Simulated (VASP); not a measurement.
# AlNi3 (Fm-3m) in VASP: notebook

Runs on AlNi3. Level: PBEsol. Tasks: single point.

All numbers are computed with VASP 6.6.1; they aren't measurements. Logs are shortened: lines on timing, memory, paths and dates and some standing lists are left out, and cuts for length are marked.

**1. The cell of the first run**

The structure is cubic, space group Fm-3m (No. 225). Conventional cell: a = 5.604 Å, b = 5.604 Å, c = 5.604 Å, α = 90.00°, β = 90.00°, γ = 90.00°. Al (site symmetry m-3m) has 14 Ni at 2.43 to 2.80 Å within 3.2 Å. Ni (site symmetry -43m) has 4 Al at 2.43 Å and 10 Ni at 2.43 to 2.80 Å within 3.2 Å. Within 3.2 Å of Ni (site symmetry m-3m) lie 8 Ni at 2.43 Å and 6 Al at 2.80 Å.

**2. Single point, PBEsol**

INCAR reads:

```
SYSTEM = AlNi3
PREC = Accurate
ENCUT = 520
EDIFF = 1E-6
ISMEAR = 0
SIGMA = 0.1
LREAL = .False.
LASPH = .True.
NELM = 60
ALGO = Normal
ISIF = 2
LWAVE = .False.
LCHARG = .False.
GGA = PS
NBANDS = 24
```

KPOINTS reads:

```
regular mesh
0
Gamma
  4 4 4
  0 0 0
```

POSCAR reads:

```
AlNi3
1.0
    0.0000000000      2.8018887551      2.8018887551
    2.8018887551      0.0000000000      2.8018887551
    2.8018887551      2.8018887551      0.0000000000
Al Ni
1 3
Direct
    0.5000000000      0.5000000000      0.5000000000
    0.2500000000      0.2500000000      0.2500000000
    0.0000000000      0.0000000000      0.0000000000
    0.7500000000      0.7500000000      0.7500000000
```

Potentials or basis: VASP PAW PBE potentials, release 64 (Al, Ni).

Started as:

```console
$ cat potpaw_PBE.64/Al/POTCAR potpaw_PBE.64/Ni/POTCAR > POTCAR
$ mpirun -np 1 vasp_std > vasp.out
```

OUTCAR:

```text
SYSTEM = AlNi3
   PREC = Accurate
   ENCUT = 520
   EDIFF = 1E-6
   ISMEAR = 0
   LREAL = .False.
   LASPH = .True.
   NELM = 60
   ISIF = 2
   GGA = PS

 ion  position               nearest neighbor table
   1  0.500  0.500  0.500-   2 2.43   4 2.43   2 2.43   2 2.43   4 2.43   2 2.43   4 2.43   4 2.43
                             3 2.80   3 2.80   3 2.80   3 2.80   3 2.80   3 2.80
   2  0.250  0.250  0.250-   3 2.43   1 2.43   3 2.43   1 2.43   3 2.43   3 2.43   1 2.43   1 2.43
                             4 2.80   4 2.80   4 2.80   4 2.80   4 2.80   4 2.80
   3  0.000  0.000  0.000-   4 2.43   2 2.43   4 2.43   2 2.43   4 2.43   4 2.43   2 2.43   2 2.43
                             1 2.80   1 2.80   1 2.80   1 2.80   1 2.80   1 2.80
   4  0.750  0.750  0.750-   1 2.43   3 2.43   1 2.43   1 2.43   3 2.43   1 2.43   3 2.43   3 2.43
                             2 2.80   2 2.80   2 2.80   2 2.80   2 2.80   2 2.80

  LATTYP: Found a face centered cubic cell.
 ALAT       =     5.6037775102

  Lattice vectors:

 A1 = (   0.0000000000,   2.8018887551,   2.8018887551)
 A2 = (   2.8018887551,   0.0000000000,   2.8018887551)
 A3 = (   2.8018887551,   2.8018887551,   0.0000000000)

Analysis of symmetry for initial positions (statically):
=====================================================================
 Subroutine PRICEL returns:
 Original cell was already a primitive cell.

 Routine SETGRP: Setting up the symmetry group for a
 face centered cubic supercell.

 Subroutine GETGRP returns: Found 48 space group operations
 (whereof 48 operations were pure point group operations)
 out of a pool of 48 trial point group operations.

The static configuration has the point symmetry O_h .

Analysis of symmetry for dynamics (positions and initial velocities):
=====================================================================
 Subroutine PRICEL returns:
 Original cell was already a primitive cell.

 Routine SETGRP: Setting up the symmetry group for a
 face centered cubic supercell.

 Subroutine GETGRP returns: Found 48 space group operations
 (whereof 48 operations were pure point group operations)
 out of a pool of 48 trial point group operations.

The dynamic configuration has the point symmetry O_h .

 Subroutine INISYM returns: Found 48 space group operations
 (whereof 48 operations are pure point group operations),
 and found     1 'primitive' translations

----------------------------------------------------------------------------------------

                                     Primitive cell

[... 78 lines left out ...]
   LREAL  =      F    real-space projection
   EDIFFG = 0.1E-04   stopping-criterion for IOM
   NSW    =      0    number of steps for IOM
   IBRION =     -1    ionic relax: 0-MD 1-quasi-New 2-CG
   NFREE  =      0    steps in history (QN), initial steepest desc. (CG)
   ISIF   =      2    stress and relaxation
   ISYM   =      2    0-nonsym 1-usesym 2-fastsym
   POTIM  = 0.5000    time-step for ionic-motion
   TEBEG  =    0.0;   TEEND  =   0.0 temperature during run
   PSTRESS=    0.0 pullay stress
   NELECT =      33.0000    total number of electrons
   NUPDOWN=      -1.0000    fix difference up-down
   EMIN   =  10.00;   EMAX   =-10.00  energy-range for DOS
   EFERMI =   0.00;   METHOD = LEGACY
   ISMEAR =     0;   SIGMA  =   0.10  broadening in eV -4-tet -1-fermi 0-gaus
   EFERMI_NEDOS =   21; number of points for ismear=-14 and -15
   IALGO  =     38    algorithm
   IMIX   =      4    mixing-type and parameters
     AMIX     =   0.40;   BMIX     =  1.00
     AMIX_MAG =   1.60;   BMIX_MAG =  1.00
  volume/ion in A,a.u.               =      11.00        74.22
  Fermi-wavevector in a.u.,A,eV,Ry     =   1.487483  2.810935 30.104316  2.212605
  Thomas-Fermi vector in A             =   2.600638
   LORBIT       =      0    0 simple, 1 ext, 2 COOP (PROOUT), +10 PAW based schemes
   GGA     = PS    functional components
   LHFCALC =     F    Hartree Fock is set to
   AEXX    =    0.0000 exact exchange contribution
   IVDW    =     0    specifies the selected vdW correction
   LEPSILON=     F    determine dielectric tensor
   LRPA    =     F    only Hartree local field effects (RPA)
 non-spin polarized calculation
 Gauss-broadening in eV      SIGMA  =   0.10
  energy-cutoff  :      520.00
  volume of cell :       43.99
 maximum number of plane-waves:      1243
 NGX is ok and might be reduce to    30
   NGX = 15   NGY = 15   NGZ = 15

 number of electron      33.0000016 magnetization

 Free energy of the ion-electron system (eV)
  ---------------------------------------------------
  ext. energy  EPLUGINS =         0.00000000
  ---------------------------------------------------
  free energy    TOTEN  =       -24.10050306 eV

  energy without entropy =      -24.06317625  energy(sigma->0) =      -24.08183965

 E-fermi :   9.7087     XC(G=0): -12.9643

 val. band max:        9.6849241892   @ k =   0.5000   0.2500   0.0000
 cond. band min:       9.7342798920   @ k =   0.5000   0.5000   0.0000
 fundamental gap:      0.0493557028
 Fermi energy:         9.7086937882

 k-point     1 :       0.0000    0.0000    0.0000
  band No.  band energies     occupation
      1      -0.4035      2.00000
      2       6.1804      2.00000
      3       6.1804      2.00000
      4       6.3014      2.00000
      5       6.3014      2.00000
      6       6.3014      2.00000
[... 205 lines left out ...]
     23      17.6527      0.00000
     24      22.8023      0.00000

------------------------ aborting loop because EDIFF is reached ----------------------------------------

  FORCE on cell =-STRESS in cart. coord.  units (eV):
  Direction    XX          YY          ZZ          XY          YZ          ZX
  --------------------------------------------------------------------------------------
  -------------------------------------------------------------------------------------
  Total       -0.1679471     -0.1679471     -0.1679471      0.0000000     -0.0000000      0.0000000
  in kB       -6.1164655     -6.1164655     -6.1164655      0.0000000     -0.0000000      0.0000000
  external PRESSURE =      -6.1164655 kB  Pullay stress =       0.0000000 kB

 VOLUME and BASIS-vectors are now :
 -----------------------------------------------------------------------------
  energy-cutoff  :      520.00
  volume of cell :       43.99
      direct lattice vectors                 reciprocal lattice vectors
     0.000000000  2.801888755  2.801888755    -0.178451053  0.178451053  0.178451053
     2.801888755  0.000000000  2.801888755     0.178451053 -0.178451053  0.178451053
     2.801888755  2.801888755  0.000000000     0.178451053  0.178451053 -0.178451053

 POSITION                                       TOTAL-FORCE (eV/Angst)
 -----------------------------------------------------------------------------------
      2.80189      2.80189      2.80189         0.000000      0.000000      0.000000
      1.40094      1.40094      1.40094         0.000000     -0.000000      0.000000
      0.00000      0.00000      0.00000         0.000000      0.000000      0.000000
      4.20283      4.20283      4.20283        -0.000000      0.000000     -0.000000
 -----------------------------------------------------------------------------------
    total drift:                                0.000000     -0.000000      0.000000

  FREE ENERGIE OF THE ION-ELECTRON SYSTEM (eV)
  ---------------------------------------------------
  free  energy   TOTEN  =       -24.1005030597 eV

  energy  without entropy=      -24.0631762494  energy(sigma->0) =      -24.08183965
```

Wall time 23 s (1 thread of Intel Xeon 8259CL, shared host); peak memory 0.16 GiB.

What came out:

| Quantity | Value |
| --- | --- |
| Free energy | -24.1005 eV |
| Pressure | -0.6 GPa |
| Band gap on the k mesh | zero (an odd number of electrons rules out a gap without spin polarisation) |

Levels at points of the mesh, in eV from the Fermi level:
| k point | band 12 | band 13 | band 14 | band 15 | band 16 | band 17 | band 18 | band 19 | band 20 | band 21 |
| --- | --- | --- | --- | --- | --- | --- | --- | --- | --- | --- |
| (0.00, 0.00, 0.00) | -0.84 | -0.50 | -0.50 | -0.42 | -0.42 | 5.54 | 5.54 | 5.54 | 6.02 | 6.02 |
| (0.50, 0.00, 0.00) | -1.66 | -0.56 | -0.56 | -0.38 | -0.38 | -0.06 | 4.41 | 4.41 | 4.90 | 4.90 |
| (0.50, 0.50, 0.00) | -1.11 | -0.99 | -0.67 | -0.53 | -0.27 | -0.27 | -0.26 | 0.03 | 4.35 | 4.77 |

Caveat: the k points lie up to 0.49 Å⁻¹ apart, too coarse for converged energies and pressures of a metal; the PAW data sets were made with another functional, which shifts forces and pressure a little.

**3. Single point, PBEsol**

INCAR reads:

```
SYSTEM = AlNi3
PREC = Accurate
ENCUT = 520
EDIFF = 1E-6
ISMEAR = 0
SIGMA = 0.1
LREAL = .False.
LASPH = .True.
NELM = 80
ALGO = Normal
ISIF = 2
LWAVE = .False.
LCHARG = .True.
GGA = PS
LELF = .True.
LVHAR = .True.
NBANDS = 24
```

KPOINTS reads:

```
Automatic mesh
0
Gamma
  6 6 6
  0 0 0
```

POSCAR is that of step 2.

Potentials or basis: VASP PAW PBE potentials, release 64 (Al, Ni).

Started as:

```console
$ cat potpaw_PBE.64/Al/POTCAR potpaw_PBE.64/Ni/POTCAR > POTCAR
$ mpirun -np 1 vasp_std > vasp.out
```

Run time: 36 s. Hardware: 1 thread of Intel Xeon 8259CL, shared host; peak memory 0.17 GiB.

It converged, with:

```yaml
Free_energy: -24.0927 eV
Pressure: -0.7 GPa
Band_gap_on_the_k_mesh: zero (an odd number of electrons rules out a gap without spin polarisation)
```

Levels at points of the mesh, in eV from the Fermi level:
```csv
k point,band 13,band 14,band 15,band 16,band 17,band 18,band 19,band 20
"(0.00, 0.00, 0.00)",-0.50,-0.50,-0.46,-0.46,5.50,5.50,5.50,5.98
"(0.50, 0.00, 0.00)",-0.59,-0.59,-0.42,-0.42,-0.09,4.38,4.38,4.86
"(0.50, 0.50, 0.00)",-1.00,-0.69,-0.54,-0.31,-0.30,-0.30,0.02,4.32
```

Caveat: the PAW data sets were made with another functional, which shifts forces and pressure a little.

(Continued in part 2 of 2.)
